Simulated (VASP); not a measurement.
# Cu in VASP: a series of runs, part 2 of 2

VASP 6.6.1. Earlier steps stand in the parts before.

## (4) Single point, PBE

Input file INCAR:

```
PREC = Accurate ; ENCUT = 520
EDIFF = 1E-6 ; ISMEAR = -1
SIGMA = 0.05 ; LREAL = Auto
LASPH = T ; NELM = 80
ALGO = Normal ; ISIF = 2
LWAVE = F ; LCHARG = F
GGA = PE ; NBANDS = 102
```

Input file KPOINTS:

```
regular mesh
0
Gamma
  2 3 1
```

Input file POSCAR:

```
Cu
1.0
    7.2200000000      0.0000000000      0.0000000000
    0.0000000000      5.1053110000      0.0000000000
    0.0000000000      0.0000000000     16.8289830000
Cu
16
Direct
    0.2500000000      0.2499945645      0.0594212972
    0.7500000000      0.2499945645      0.0594212972
    0.2500000000      0.7500032809      0.0594212972
    0.7500000000      0.7500032809      0.0594212972
    0.0033656510     -0.0796033777      0.1468419096
    0.4965096953      0.0324172220      0.1308932334
    0.0215096953      0.4644770906      0.1283381176
    0.5291689751      0.5065117483      0.1439896873
    0.2827285319      0.2060599247      0.2371860498
    0.7547091413      0.2661542069      0.2206847556
    0.2675761773      0.7386229752      0.2141959499
    0.7087673130      0.8093924151      0.2639909970
    0.0181717452      0.0355903881      0.3105654097
    0.4641274238     -0.0167668532      0.3349162573
    0.0175900277      0.4787563383      0.2911702983
    0.5196121884      0.4771501677      0.3037854397
```

Potentials or basis: VASP PAW PBE potentials, release 64 (Cu).

Run with:

```bash
$ cat potpaw_PBE.64/Cu/POTCAR > POTCAR
$ mpirun -np 1 vasp_std > vasp.out
```

OUTCAR:

```text
PREC = Accurate
   ENCUT = 520
   EDIFF = 1E-6
   ISMEAR = -1
   LREAL = Auto
   LASPH = T
   NELM = 80
   ISIF = 2
   GGA = PE

 ion  position               nearest neighbor table
   1  0.250  0.250  0.059-   7 2.29   6 2.42   3 2.55   3 2.55   8 2.79
   2  0.750  0.250  0.059-   6 2.46   8 2.51   7 2.53   4 2.55   4 2.55  10 2.72
   3  0.250  0.750  0.059-   5 2.47   7 2.49   1 2.55   1 2.55   6 2.59  11 2.61   8 2.76
   4  0.750  0.750  0.059-   8 2.47   5 2.50   2 2.55   2 2.55   6 2.62   7 2.70
   5  0.003  0.920  0.147-   7 2.35  11 2.41   3 2.47   4 2.50
   6  0.497  0.032  0.131-   1 2.42   8 2.44   2 2.46   9 2.52   3 2.59   4 2.62  11 2.64  10 2.68
                             8 2.70
   7  0.022  0.464  0.128-   1 2.29   5 2.35   3 2.49   2 2.53  10 2.67  11 2.68   4 2.70  15 2.74

   8  0.529  0.507  0.144-  10 2.41   6 2.44   4 2.47   2 2.51  11 2.52  16 2.69   6 2.70   3 2.76
                             1 2.79
   9  0.283  0.206  0.237-  14 2.39  11 2.42  13 2.44  16 2.47   6 2.52  15 2.54  11 2.75
  10  0.755  0.266  0.221-   8 2.41  16 2.45  12 2.47  15 2.49   7 2.67   6 2.68  13 2.70   2 2.72

  11  0.268  0.739  0.214-   5 2.41   9 2.42   8 2.52  15 2.59   3 2.61   6 2.64   7 2.68  16 2.71
                             9 2.75  14 2.78
  12  0.709  0.809  0.264-  16 2.28  14 2.31  10 2.47  13 2.63
  13  0.018  0.036  0.311-  15 2.29   9 2.44  12 2.63  10 2.70
  14  0.464  0.983  0.335-  12 2.31   9 2.39  16 2.61  16 2.67  11 2.78
  15  0.018  0.479  0.291-  13 2.29  10 2.49   9 2.54  11 2.59   7 2.74
  16  0.520  0.477  0.304-  12 2.28  10 2.45   9 2.47  14 2.61  14 2.67   8 2.69  11 2.71

  LATTYP: Found a simple orthorhombic cell.
 ALAT       =     5.1053110000
 B/A-ratio  =     1.4142135513
 C/A-ratio  =     3.2963678413

  Lattice vectors:

 A1 = (   0.0000000000,  -5.1053110000,   0.0000000000)
 A2 = (   7.2200000000,   0.0000000000,   0.0000000000)
 A3 = (   0.0000000000,   0.0000000000,  16.8289830000)

Analysis of symmetry for initial positions (statically):
=====================================================================
 Subroutine PRICEL returns:
 Original cell was already a primitive cell.

 Routine SETGRP: Setting up the symmetry group for a
 simple orthorhombic supercell.

 Subroutine GETGRP returns: Found  1 space group operations
 (whereof  1 operations were pure point group operations)
 out of a pool of  8 trial point group operations.

The static configuration has the point symmetry C_1 .

Analysis of symmetry for dynamics (positions and initial velocities):
=====================================================================
 Subroutine PRICEL returns:
 Original cell was already a primitive cell.

 Routine SETGRP: Setting up the symmetry group for a
 simple orthorhombic supercell.

 Subroutine GETGRP returns: Found  1 space group operations
 (whereof  1 operations were pure point group operations)
 out of a pool of  8 trial point group operations.

The dynamic configuration has the point symmetry C_1 .

 Subroutine INISYM returns: Found  1 space group operations
 (whereof  1 operations are pure point group operations),
 and found     1 'primitive' translations

----------------------------------------------------------------------------------------

                                     Primitive cell
[... 76 lines left out ...]
  0.000000  0.000000  0.000000      1.000000
  0.500000  0.000000  0.000000      1.000000
  0.000000  0.333333  0.000000      2.000000
  0.500000  0.333333  0.000000      2.000000
   k-points           NKPTS =      4   k-points in BZ     NKDIM =      4   number of bands    NBANDS=    102
   number of dos      NEDOS =    301   number of ions     NIONS =     16
   total plane-waves  NPLWV = 272160
   dimension x,y,z NGX =    54 NGY =   40 NGZ =  126
   dimension x,y,z NGXF=   108 NGYF=   80 NGZF=  252
   ions per type =              16
   NGX,Y,Z   is equivalent  to a cutoff of  12.43, 13.03, 12.45 a.u.
   NGXF,Y,Z  is equivalent  to a cutoff of  24.87, 26.05, 24.89 a.u.
 SYSTEM =  unknown system
   PREC   = accura    normal or accurate (medium, high low for compatibility)
   ISTART =      0    job   : 0-new  1-cont  2-samecut
   ICHARG =      2    charge: 1-file 2-atom 10-const
   ISPIN  =      1    spin polarized calculation?
   LNONCOLLINEAR =      F non collinear calculations
   LSORBIT =      F    spin-orbit coupling
   LASPH  =      T    aspherical Exc in radial PAW
   ENCUT  =  520.0 eV  38.22 Ry    6.18 a.u.  13.42  9.49 31.29*2*pi/ulx,y,z
   NELM   =     80;   NELMIN=  2; NELMDL= -5     # of ELM steps
   EDIFF  = 0.1E-05   stopping-criterion for ELM
   LREAL  =      T    real-space projection
   EDIFFG = 0.1E-04   stopping-criterion for IOM
   NSW    =      0    number of steps for IOM
   IBRION =     -1    ionic relax: 0-MD 1-quasi-New 2-CG
   NFREE  =      0    steps in history (QN), initial steepest desc. (CG)
   ISIF   =      2    stress and relaxation
   ISYM   =      2    0-nonsym 1-usesym 2-fastsym
   POTIM  = 0.5000    time-step for ionic-motion
   TEBEG  =    0.0;   TEEND  =   0.0 temperature during run
   PSTRESS=    0.0 pullay stress
   NELECT =     176.0000    total number of electrons
   NUPDOWN=      -1.0000    fix difference up-down
   EMIN   =  10.00;   EMAX   =-10.00  energy-range for DOS
   EFERMI =   0.00;   METHOD = LEGACY
   ISMEAR =    -1;   SIGMA  =   0.05  broadening in eV -4-tet -1-fermi 0-gaus
   EFERMI_NEDOS =   21; number of points for ismear=-14 and -15
   IALGO  =     38    algorithm
   IMIX   =      4    mixing-type and parameters
     AMIX     =   0.40;   BMIX     =  1.00
     AMIX_MAG =   1.60;   BMIX_MAG =  1.00
  volume/ion in A,a.u.               =      38.77       261.63
  Fermi-wavevector in a.u.,A,eV,Ry     =   1.075738  2.032851 15.744837  1.157213
  Thomas-Fermi vector in A             =   2.211603
   LORBIT       =      0    0 simple, 1 ext, 2 COOP (PROOUT), +10 PAW based schemes
   GGA     = PE    functional components
   LHFCALC =     F    Hartree Fock is set to
   AEXX    =    0.0000 exact exchange contribution
   IVDW    =     0    specifies the selected vdW correction
   LEPSILON=     F    determine dielectric tensor
   LRPA    =     F    only Hartree local field effects (RPA)
 non-spin polarized calculation
  energy-cutoff  :      520.00
  volume of cell :      620.32
 maximum number of plane-waves:     16767
 NGX is ok and might be reduce to    54
   NGX = 27   NGY = 19   NGZ = 63

 number of electron     176.0000021 magnetization

 Free energy of the ion-electron system (eV)
  ---------------------------------------------------
  ext. energy  EPLUGINS =         0.00000000
  ---------------------------------------------------
  free energy    TOTEN  =       -50.04407088 eV

  energy without entropy =      -49.99306606  energy(sigma->0) =      -50.01856847

 E-fermi :  -0.8488     XC(G=0):  -5.2365

 val. band max:       -0.8591064957   @ k =   0.0000   0.3333   0.0000
 cond. band min:      -0.7265485641   @ k =   0.0000   0.3333   0.0000
 fundamental gap:      0.1325579316
 Fermi energy:        -0.8487724265

 k-point     1 :       0.0000    0.0000    0.0000
  band No.  band energies     occupation
      1      -8.3640      2.00000
      2      -6.3187      2.00000
      3      -5.9220      2.00000
      4      -5.7257      2.00000
      5      -5.0733      2.00000
      6      -4.9854      2.00000
[... 401 lines left out ...]
     99       2.4916      0.00000
    100       2.6678      0.00000
 [bands above 100 left out]

------------------------ aborting loop because EDIFF is reached ----------------------------------------

  FORCE on cell =-STRESS in cart. coord.  units (eV):
  Direction    XX          YY          ZZ          XY          YZ          ZX
  --------------------------------------------------------------------------------------
  -------------------------------------------------------------------------------------
  Total      -10.6999097     -8.8273744     -7.0636828     -0.1220472     -0.0732283     -2.5188945
  in kB      -27.6358880    -22.7994755    -18.2441862     -0.3152254     -0.1891351     -6.5058387
  external PRESSURE =     -22.8931832 kB  Pullay stress =       0.0000000 kB

 VOLUME and BASIS-vectors are now :
 -----------------------------------------------------------------------------
  energy-cutoff  :      520.00
  volume of cell :      620.32
      direct lattice vectors                 reciprocal lattice vectors
     7.220000000  0.000000000  0.000000000     0.138504155  0.000000000  0.000000000
     0.000000000  5.105311000  0.000000000     0.000000000  0.195874453  0.000000000
     0.000000000  0.000000000 16.828983000     0.000000000  0.000000000  0.059421297

 POSITION                                       TOTAL-FORCE (eV/Angst)
 -----------------------------------------------------------------------------------
      1.80500      1.27630      1.00000         0.338786     -0.250151      0.083577
      5.41500      1.27630      1.00000         0.348185     -0.075480      0.449295
      1.80500      3.82900      1.00000         0.318864     -0.091580      0.411117
      5.41500      3.82900      1.00000         0.114221     -0.004978      0.440686
      0.02430      4.69891      2.47120        -0.534623      1.374906      0.009095
      3.58480      0.16550      2.20280         0.401128     -0.893861      0.092956
[... 8 lines left out ...]
      0.12700      2.44420      4.90010        -0.099734      1.303058     -0.478576
      3.75160      2.43600      5.11240        -0.832916     -0.414589      0.168473
 -----------------------------------------------------------------------------------
    total drift:                               -0.003021      0.001276      0.000417

  FREE ENERGIE OF THE ION-ELECTRON SYSTEM (eV)
  ---------------------------------------------------
  free  energy   TOTEN  =       -50.0440708757 eV

  energy  without entropy=      -49.9930660621  energy(sigma->0) =      -50.01856847
```

Wall time 12 min (1 thread of Intel Xeon Platinum 8488C (Sapphire Rapids), shared host); peak memory 0.62 GiB.

What came out:

| Property | Result |
| --- | --- |
| Free energy | -50.0441 eV |
| Largest force | 1.655 eV/Å |
| Band gap on the k mesh | zero (band 88 reaches -0.43 eV, above the bottom of band 89 at -0.97 eV) |

Forces in eV/Å, atoms in the order of the input:
```
Cu   0.339 -0.250  0.084
Cu   0.348 -0.075  0.449
Cu   0.319 -0.092  0.411
Cu   0.114 -0.005  0.441
Cu  -0.535  1.375  0.009
Cu   0.401 -0.894  0.093
Cu  -0.739 -0.279  0.496
Cu  -0.560  0.504 -0.291
Cu  -0.313  0.874 -0.497
Cu   0.441 -0.188  0.175
Cu   0.295 -0.572  0.735
Cu   1.383 -0.031 -0.909
Cu  -0.157 -1.263 -0.657
Cu  -0.405  0.008 -0.228
Cu  -0.100  1.303 -0.479
Cu  -0.833 -0.415  0.168
```

Caveat: the k points lie up to 0.44 Å⁻¹ apart.
